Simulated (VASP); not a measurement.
Input of a VASP 6.6.1 run:

INCAR

```
SYSTEM = AlIn2N3
PREC = Accurate
ENCUT = 600
EDIFF = 1E-6
ISMEAR = 0
SIGMA = 0.02
LREAL = .False.
LASPH = .True.
NELM = 120
ALGO = Normal
ISIF = 2
LWAVE = .False.
LCHARG = .False.
GGA = PS
NBANDS = 56
GGA_COMPAT = .False.
```

Contents of KPOINTS:

```
regular mesh
0
Gamma
  6 6 6
  0 0 0
```

File POSCAR:

```
AlIn2N3
1.0
    5.2463092232     -3.0192465195      0.0000000000
    5.2463092232      3.0192465195      0.0000000000
    0.0000000000      0.0000000000      5.3470060453
Al In N
2 4 6
Direct
    0.3408068490      0.6591931510      0.9885540456
    0.6591931510      0.3408068490      0.4885540456
    0.9890254826      0.3352081013      0.9835463453
    0.6647918987      0.0109745174      0.9835463453
    0.0109745174      0.6647918987      0.4835463453
    0.3352081013      0.9890254826      0.4835463453
    0.9700577036      0.3330291975      0.3872853743
    0.6669708025      0.0299422964      0.3872853743
    0.0299422964      0.6669708025      0.8872853743
    0.3330291975      0.9700577036      0.8872853743
    0.3669558008      0.6330441992      0.3417825153
    0.6330441992      0.3669558008      0.8417825153
```

Potentials or basis: VASP PAW PBE potentials, release 64 (Al, In_d, N).

Run with:

```console
$ cat potpaw_PBE.64/Al/POTCAR potpaw_PBE.64/In_d/POTCAR potpaw_PBE.64/N/POTCAR > POTCAR
$ mpirun -np 1 vasp_std > vasp.out
```

(1) What does it give for the pressure?

(2) What does it give for the largest force?

(3) Estimate the band gap on the k mesh.

## Answers

(1) -5.9 GPa.

(2) 0.233 eV/Å.

(3) 0.77 eV.

Caveat: the cell differs from its parent crystal (biaxial strain in the a-b plane: +3.0 %); the stress differs along the axes, from -9 to 1 GPa; semilocal functionals underestimate gaps, and a narrow one can read as zero; the PAW data sets were made with another functional, which shifts forces and pressure a little; spin-orbit coupling is left out, which moves the levels of the heavy elements.
